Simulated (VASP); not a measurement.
# TaN (I4/mmm) in VASP: notebook

The runs below take TaN through single point, with PBE.

All numbers are computed with VASP 6.6.1; they aren't measurements. Logs are shortened: lines on timing, memory, paths and dates and some standing lists are left out, and cuts for length are marked.

## Step 1: The cell of the first run

The structure is tetragonal, space group I4/mmm (No. 139). The conventional cell has a = 2.985 Å, b = 2.985 Å, c = 4.644 Å, α = 90.00°, β = 90.00°, γ = 90.00°. Ta (site symmetry 4/mmm) has 6 N at 2.11 to 2.32 Å within 2.8 Å. Within 2.8 Å of N (site symmetry 4/mmm) lie 6 Ta at 2.11 to 2.32 Å.

## Step 2: Single point, PBE

File INCAR:

```
PREC = Accurate
ENCUT = 600
EDIFF = 1E-6
ISMEAR = 0
SIGMA = 0.15
LREAL = F
LASPH = T
NELM = 120
ALGO = Normal
ISIF = 2
LWAVE = F
LCHARG = F
GGA = PE
NBANDS = 15
GGA_COMPAT = F
```

File KPOINTS:

```
regular mesh
0
Gamma
  20 20 20
```

File POSCAR:

```
TaN
1.0
    0.0000000000      2.1108611581      2.3219472739
    2.1108611581      0.0000000000      2.3219472739
    2.1108611581      2.1108611581      0.0000000000
Ta N
1 1
Direct
    0.5000000000      0.5000000000      0.5000000000
    0.0000000000      0.0000000000      0.0000000000
```

Potentials or basis: VASP PAW PBE potentials, release 64 (Ta_pv, N).

The run is started by

```sh
$ cat potpaw_PBE.64/Ta_pv/POTCAR potpaw_PBE.64/N/POTCAR > POTCAR
$ mpirun -np 1 vasp_std > vasp.out
```

OUTCAR:

```text
PREC = Accurate
   ENCUT = 600
   EDIFF = 1E-6
   ISMEAR = 0
   LREAL = F
   LASPH = T
   NELM = 120
   ISIF = 2
   GGA = PE

 ion  position               nearest neighbor table
   1  0.500  0.500  0.500-   2 2.11   2 2.11   2 2.11   2 2.11   2 2.32   2 2.32
   2  0.000  0.000  0.000-   1 2.11   1 2.11   1 2.11   1 2.11   1 2.32   1 2.32

  LATTYP: Found a body centered tetragonal cell.
 ALAT       =     2.9852084781
 C/A-ratio  =     1.5556349186

  Lattice vectors:

 A1 = (  -2.1108611581,   0.0000000000,   2.3219472739)
 A2 = (   2.1108611581,   0.0000000000,   2.3219472739)
 A3 = (   0.0000000000,   2.1108611581,  -2.3219472739)

Analysis of symmetry for initial positions (statically):
=====================================================================
 Subroutine PRICEL returns:
 Original cell was already a primitive cell.

 Routine SETGRP: Setting up the symmetry group for a
 body centered tetragonal supercell.

 Subroutine GETGRP returns: Found 16 space group operations
 (whereof 16 operations were pure point group operations)
 out of a pool of 16 trial point group operations.

The static configuration has the point symmetry D_4h.

Analysis of symmetry for dynamics (positions and initial velocities):
=====================================================================
 Subroutine PRICEL returns:
 Original cell was already a primitive cell.

 Routine SETGRP: Setting up the symmetry group for a
 body centered tetragonal supercell.

 Subroutine GETGRP returns: Found 16 space group operations
 (whereof 16 operations were pure point group operations)
 out of a pool of 16 trial point group operations.

The dynamic configuration has the point symmetry D_4h.

 Subroutine INISYM returns: Found 16 space group operations
 (whereof 16 operations are pure point group operations),
 and found     1 'primitive' translations

----------------------------------------------------------------------------------------

                                     Primitive cell

  volume of cell :      20.6920

  direct lattice vectors                    reciprocal lattice vectors
     0.000000000  2.110861158  2.321947274    -0.236870150  0.236870150  0.215336500
     2.110861158  0.000000000  2.321947274     0.236870150 -0.236870150  0.215336500
     2.110861158  2.110861158  0.000000000     0.236870150  0.236870150 -0.215336500

  length of vectors
     3.138020709  3.138020709  2.985208478     0.398227001  0.398227001  0.398227001

  position of ions in fractional coordinates (direct lattice)
     0.500000000  0.500000000  0.500000000
     0.000000000  0.000000000  0.000000000

  ion indices of the primitive-cell ions
   primitive index   ion index
                 1           1
                 2           2

----------------------------------------------------------------------------------------

 KPOINTS: regular mesh

Automatic generation of k-mesh.
 Grid dimensions read from file:
 generate k-points for:   20   20   20

 Generating k-lattice:

  Cartesian coordinates                     Fractional coordinates (reciprocal lattice)
    -0.011843508  0.011843508  0.010766825     0.050000000  0.000000000  0.000000000
     0.011843508 -0.011843508  0.010766825     0.000000000  0.050000000  0.000000000
     0.011843508  0.011843508 -0.010766825    -0.000000000 -0.000000000  0.050000000

  Length of vectors
     0.019911350  0.019911350  0.019911350

  Shift w.r.t. Gamma in fractional coordinates (k-lattice)
     0.000000000  0.000000000  0.000000000

 Subroutine IBZKPT returns following result:
 ===========================================

 Found    641 irreducible k-points:

 Following reciprocal coordinates:
            Coordinates               Weight
  0.000000  0.000000  0.000000      1.000000
  0.050000  0.000000  0.000000      8.000000
  0.100000  0.000000  0.000000      8.000000
  0.150000  0.000000  0.000000      8.000000
  0.200000  0.000000  0.000000      8.000000
  0.250000  0.000000  0.000000      8.000000
[... 16 lines left out ...]
 -0.400000  0.050000  0.000000      8.000000
 -0.350000  0.050000  0.000000      8.000000
 [... further k-points ...]
   k-points           NKPTS =    641   k-points in BZ     NKDIM =    641   number of bands    NBANDS=     15
   number of dos      NEDOS =    301   number of ions     NIONS =      2
   total plane-waves  NPLWV =  18816
   dimension x,y,z NGX =    28 NGY =   28 NGZ =   24
   dimension x,y,z NGXF=    56 NGYF=   56 NGZF=   48
   ions per type =               1   1
   NGX,Y,Z   is equivalent  to a cutoff of  14.83, 14.83, 13.37 a.u.
   NGXF,Y,Z  is equivalent  to a cutoff of  29.67, 29.67, 26.73 a.u.
 SYSTEM =  unknown system
   PREC   = accura    normal or accurate (medium, high low for compatibility)
   ISTART =      0    job   : 0-new  1-cont  2-samecut
   ICHARG =      2    charge: 1-file 2-atom 10-const
   ISPIN  =      1    spin polarized calculation?
   LNONCOLLINEAR =      F non collinear calculations
   LSORBIT =      F    spin-orbit coupling
   LASPH  =      T    aspherical Exc in radial PAW
   ENCUT  =  600.0 eV  44.10 Ry    6.64 a.u.   6.27  6.27  5.96*2*pi/ulx,y,z
   NELM   =    120;   NELMIN=  2; NELMDL= -5     # of ELM steps
   EDIFF  = 0.1E-05   stopping-criterion for ELM
   LREAL  =      F    real-space projection
   EDIFFG = 0.1E-04   stopping-criterion for IOM
   NSW    =      0    number of steps for IOM
   IBRION =     -1    ionic relax: 0-MD 1-quasi-New 2-CG
   NFREE  =      0    steps in history (QN), initial steepest desc. (CG)
   ISIF   =      2    stress and relaxation
   ISYM   =      2    0-nonsym 1-usesym 2-fastsym
   POTIM  = 0.5000    time-step for ionic-motion
   TEBEG  =    0.0;   TEEND  =   0.0 temperature during run
   PSTRESS=    0.0 pullay stress
   NELECT =      16.0000    total number of electrons
   NUPDOWN=      -1.0000    fix difference up-down
   EMIN   =  10.00;   EMAX   =-10.00  energy-range for DOS
   EFERMI =   0.00;   METHOD = LEGACY
   ISMEAR =     0;   SIGMA  =   0.15  broadening in eV -4-tet -1-fermi 0-gaus
   EFERMI_NEDOS =   21; number of points for ismear=-14 and -15
   IALGO  =     38    algorithm
   IMIX   =      4    mixing-type and parameters
     AMIX     =   0.40;   BMIX     =  1.00
     AMIX_MAG =   1.60;   BMIX_MAG =  1.00
  volume/ion in A,a.u.               =      10.35        69.82
  Fermi-wavevector in a.u.,A,eV,Ry     =   1.502615  2.839530 30.719922  2.257851
  Thomas-Fermi vector in A             =   2.613832
   LORBIT       =      0    0 simple, 1 ext, 2 COOP (PROOUT), +10 PAW based schemes
   GGA     = PE    functional components
   LHFCALC =     F    Hartree Fock is set to
   AEXX    =    0.0000 exact exchange contribution
   IVDW    =     0    specifies the selected vdW correction
   LEPSILON=     F    determine dielectric tensor
   LRPA    =     F    only Hartree local field effects (RPA)
 non-spin polarized calculation
 Gauss-broadening in eV      SIGMA  =   0.15
  energy-cutoff  :      600.00
  volume of cell :       20.69
 maximum number of plane-waves:       705
 NGX is ok and might be reduce to    28
   NGX = 13   NGY = 13   NGZ = 11

 number of electron      16.0000000 magnetization

 Free energy of the ion-electron system (eV)
  ---------------------------------------------------
  ext. energy  EPLUGINS =         0.00000000
  ---------------------------------------------------
  free energy    TOTEN  =       -21.57492744 eV

  energy without entropy =      -21.56568744  energy(sigma->0) =      -21.57030744

 E-fermi :   9.7933     XC(G=0): -13.5743

 val. band max:        9.7856981695   @ k =   0.2500   0.0000   0.1500
 cond. band min:       9.7961805215   @ k =  -0.4000   0.1000   0.2000
 fundamental gap:      0.0104823519
 Fermi energy:         9.7932628308

 k-point     1 :       0.0000    0.0000    0.0000
  band No.  band energies     occupation
      1     -25.8671      2.00000
      2     -25.8147      2.00000
      3     -25.8147      2.00000
      4      -9.2806      2.00000
      5       5.6889      2.00000
      6       6.0744      2.00000
      7       6.0744      2.00000
      8       6.9017      2.00000
      9       8.1519      2.00000
     10       8.1519      2.00000
     11       8.3673      2.00000
     12      10.6045      0.00000
     13      12.7069      0.00000
     14      19.3800      0.00000
     15      22.3401      0.00000

 k-point     2 :       0.0500    0.0000    0.0000
  band No.  band energies     occupation
      1     -25.8773      2.00000
      2     -25.8344      2.00000
      3     -25.8152      2.00000
      4      -9.2144      2.00000
      5       5.3922      2.00000
      6       5.7088      2.00000
      7       5.8454      2.00000
      8       7.1487      2.00000
      9       8.2310      2.00000
     10       8.2343      2.00000
     11       8.6613      2.00000
     12      10.8900      0.00000
     13      12.8898      0.00000
     14      19.5782      0.00000
     15      22.3399      0.00000

 k-point     3 :       0.1000    0.0000    0.0000
  band No.  band energies     occupation
      1     -25.9338      2.00000
      2     -25.8640      2.00000
      3     -25.8166      2.00000
      4      -9.0209      2.00000
      5       4.7029      2.00000
      6       5.0580      2.00000
      7       5.3036      2.00000
      8       7.5613      2.00000
      9       8.3820      2.00000
     10       8.4393      2.00000
     11       9.3800      1.99990
     12      11.6254      0.00000
     13      13.3882      0.00000
     14      20.1427      0.00000
     15      22.3397      0.00000

 k-point     4 :       0.1500    0.0000    0.0000
  band No.  band energies     occupation
      1     -26.0449      2.00000
      2     -25.8848      2.00000
      3     -25.8187      2.00000
      4      -8.7138      2.00000
      5       3.8412      2.00000
      6       4.3957      2.00000
      7       4.6549      2.00000
      8       8.0356      2.00000
      9       8.5877      2.00000
     10       8.7518      2.00000
     11      10.2627      0.00001
     12      12.6149      0.00000
     13      14.0871      0.00000
     14      20.9765      0.00000
     15      22.3393      0.00000
[... 307 lines left out ...]
 k-point    22 :      -0.4500    0.0500    0.0000
  band No.  band energies     occupation
      1     -26.7909      2.00000
      2     -26.0181      2.00000
      3     -25.8337      2.00000
      4      -6.0446      2.00000
      5      -0.6696      2.00000
      6       1.9820      2.00000
      7       2.0158      2.00000
      8      11.5518      0.00000
      9      11.6526      0.00000
     10      12.3592      0.00000
     11      13.8770      0.00000
     12      16.0247      0.00000
     13      18.9645      0.00000
     14      21.8880      0.00000
     15      22.2328      0.00000

 k-point    23 :      -0.4000    0.0500    0.0000
  band No.  band energies     occupation
      1     -26.7502      2.00000
      2     -26.0116      2.00000
      3     -25.8279      2.00000
      4      -6.2442      2.00000
      5      -0.3903      2.00000
      6       2.0907      2.00000
      7       2.1113      2.00000
      8      10.9913      0.00000
      9      11.2085      0.00000
     10      12.2539      0.00000
     11      13.7968      0.00000
     12      16.0974      0.00000
     13      18.6576      0.00000
     14      21.9973      0.00000
     15      22.3529      0.00000

 k-point    24 :      -0.3500    0.0500    0.0000
  band No.  band energies     occupation
      1     -26.6701      2.00000
      2     -25.9983      2.00000
      3     -25.8221      2.00000
      4      -6.6078      2.00000
      5       0.1242      2.00000
      6       2.2821      2.00000
      7       2.3458      2.00000
      8      10.3046      0.00000
      9      10.7271      0.00000
     10      11.7219      0.00000
     11      13.3342      0.00000
     12      16.3774      0.00000
     13      17.9704      0.00000
     14      22.0082      0.00000
     15      22.3780      0.00000

 [... further k-points ...]

------------------------ aborting loop because EDIFF is reached ----------------------------------------

  FORCE on cell =-STRESS in cart. coord.  units (eV):
  Direction    XX          YY          ZZ          XY          YZ          ZX
  --------------------------------------------------------------------------------------
  -------------------------------------------------------------------------------------
  Total        5.0252348      5.0252348     -0.9275422      0.0000000      0.0000000      0.0000000
  in kB      389.1036071    389.1036071    -71.8195326      0.0000000      0.0000000      0.0000000
  external PRESSURE =     235.4625605 kB  Pullay stress =       0.0000000 kB

 VOLUME and BASIS-vectors are now :
 -----------------------------------------------------------------------------
  energy-cutoff  :      600.00
  volume of cell :       20.69
      direct lattice vectors                 reciprocal lattice vectors
     0.000000000  2.110861158  2.321947274    -0.236870150  0.236870150  0.215336500
     2.110861158  0.000000000  2.321947274     0.236870150 -0.236870150  0.215336500
     2.110861158  2.110861158  0.000000000     0.236870150  0.236870150 -0.215336500

 POSITION                                       TOTAL-FORCE (eV/Angst)
 -----------------------------------------------------------------------------------
      2.11086      2.11086      2.32195        -0.000000      0.000000      0.000000
      0.00000      0.00000      0.00000         0.000000      0.000000      0.000000
 -----------------------------------------------------------------------------------
    total drift:                                0.000000      0.000000      0.000000

  FREE ENERGIE OF THE ION-ELECTRON SYSTEM (eV)
  ---------------------------------------------------
  free  energy   TOTEN  =       -21.5749274372 eV

  energy  without entropy=      -21.5656874369  energy(sigma->0) =      -21.57030744
```

Run time: 89 s. Hardware: 1 thread of Intel Xeon 6975P-C (Granite Rapids), shared host; peak memory 0.36 GiB.

What came out:

| Property | Result |
| --- | --- |
| Free energy | -21.5749 eV |
| Pressure | 23.5 GPa |
| Band gap on the k mesh | zero (bands 8 and 9 overlap by 3.72 eV) |

Caveat: the stress differs along the axes, from -7 to 39 GPa; spin-orbit coupling is left out, which moves the levels of the heavy elements.

(Part 1 of 2 ends here.)
